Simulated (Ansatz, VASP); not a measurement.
Two plane-wave programs on MgB2

```
Mg B
1.0
     3.07009    0.00000    0.00000
    -1.53505    2.65878    0.00000
     0.00000    0.00000    3.50712
Mg B
1 2
Direct
  0.00000 0.00000 0.00000
  0.33333 0.66667 0.50000
  0.66667 0.33333 0.50000
```

Alike in both runs: functional r2SCAN; k mesh 12 × 12 × 8; occupations fermi-dirac, width 0.1 eV; no spin polarisation.

Ansatz relaxed the structure, and its values are those at the end. VASP's run is a single point on that final structure, the one shown.

```csv
,VASP,Ansatz
version,VASP 6.6.1,Ansatz 0.2.0
potentials or method,"VASP PAW PBE potentials, release 64 (Mg_sv, B), cutoff 660 eV","PAW with Ansatz's default frozen-core files, scalar-relativistic"
valence electrons in the cell,16,16
```

|  | VASP | Ansatz | Ansatz less VASP |
| --- | --- | --- | --- |
| pressure (GPa) | -0.1 | 0.0 | +0.07 |

VASP's potentials were made for PBE, not for r2SCAN.
